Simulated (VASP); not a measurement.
Write the native input for VASP 6.6.1 that does the following.

* Task: single point
* Functional: LDA
* Potentials or basis: VASP PAW LDA potentials, release 64 (Ga_d, Se, S)
* Cutoff: 520 eV
* k mesh: 6 × 6 × 2
* Occupations: gaussian, width 0.01 eV
* Spin: no spin polarisation
* Dipole correction: no
* Further INCAR settings: ALGO = Normal; EDIFF = 1e-06; NBANDS = 48

The structure of Ga2SeS lies in POSCAR:

```
Ga2SeS
1.0
    3.7271946800      0.0000000000      0.0000000000
   -1.8635973400      3.2278452800      0.0000000000
    0.0000000000      0.0000000000     16.2734940000
Ga Se S
4 2 2
Direct
    0.3333333290      0.6666666687      0.3227369998
    0.6666666710      0.3333333313      0.6772630002
    0.6666666710      0.3333333313      0.8292260003
    0.3333333290      0.6666666687      0.1707739997
    0.6666666710      0.3333333313      0.3969800001
    0.3333333290      0.6666666687      0.6030199999
    0.3333333290      0.6666666687      0.8926419999
    0.6666666710      0.3333333313      0.1073580001
```

The input as run:

INCAR

```
SYSTEM = Ga2SeS
PREC     = Accurate       ! precision mode
ENCUT    = 520            ! plane-wave cutoff, eV
EDIFF    = 1E-6           ! SCF threshold, eV
ISMEAR   = 0              ! smearing method
SIGMA    = 0.01           ! smearing width, eV
LREAL    = .False.        ! projectors in reciprocal space
LASPH    = .True.         ! aspherical terms in the spheres
NELM     = 80             ! most SCF steps
ALGO     = Normal         ! electronic algorithm
ISIF     = 2              ! what is computed and relaxed
LWAVE    = .False.        ! write WAVECAR
LCHARG   = .False.        ! write CHGCAR
GGA      = CA             ! functional
NBANDS   = 48             ! bands
```

KPOINTS

```
Automatic mesh
0
Gamma
  6 6 2
  0 0 0
```

Potentials or basis: VASP PAW LDA potentials, release 64 (Ga_d, Se, S).

Command:

```bash
$ cat potpaw_LDA.64/Ga_d/POTCAR potpaw_LDA.64/Se/POTCAR potpaw_LDA.64/S/POTCAR > POTCAR
$ mpirun -np 1 vasp_std > vasp.out
```

Results of the run:

```json
{
  "Pressure": "-4.0 GPa",
  "Largest force": "0.371 eV/Å",
  "Band gap on the k mesh": "0.95 eV, direct"
}
```

Wall time 4.7 min on 1 thread of AMD EPYC 7R13, on a shared host, peak memory 0.27 GiB.
